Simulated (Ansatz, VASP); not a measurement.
# Al: VASP beside Ansatz

```
Al
1.0
     2.85715    0.00000    0.00000
     0.00000    4.04062    0.00000
     0.00000    0.00000   25.00003
Al
8
Direct
  0.50000 0.50000 0.30000
  0.00000 0.00000 0.35714
  0.50000 0.50000 0.41429
  0.00000 0.00000 0.47143
  0.50000 0.50000 0.52857
  0.00000 0.00000 0.58571
  0.50000 0.50000 0.64286
  0.00000 0.00000 0.70000
```

Alike in both runs: task single point; functional PBE; k mesh 12 × 9 × 1; occupations gaussian, width 1.5 eV; no spin polarisation.

|  | VASP | Ansatz |
| --- | --- | --- |
| version | VASP 6.6.1 | Ansatz 0.2.0 |
| potentials or method | VASP PAW PBE potentials, release 64 (Al), cutoff 520 eV | scalar-relativistic, plane waves, PAW |
| valence electrons in the cell | 24 | 24 |

```tsv
	VASP	Ansatz	Ansatz less VASP
gap on the k mesh at the Fermi level (eV)	none	none	-
rms of the force components (eV/Å)	0.068	0.068	-0.0001
```

Atom by atom the forces differ by 0.000 eV/Å (rms over components). A gap of «none» marks a metal or a gap that the smearing closes.
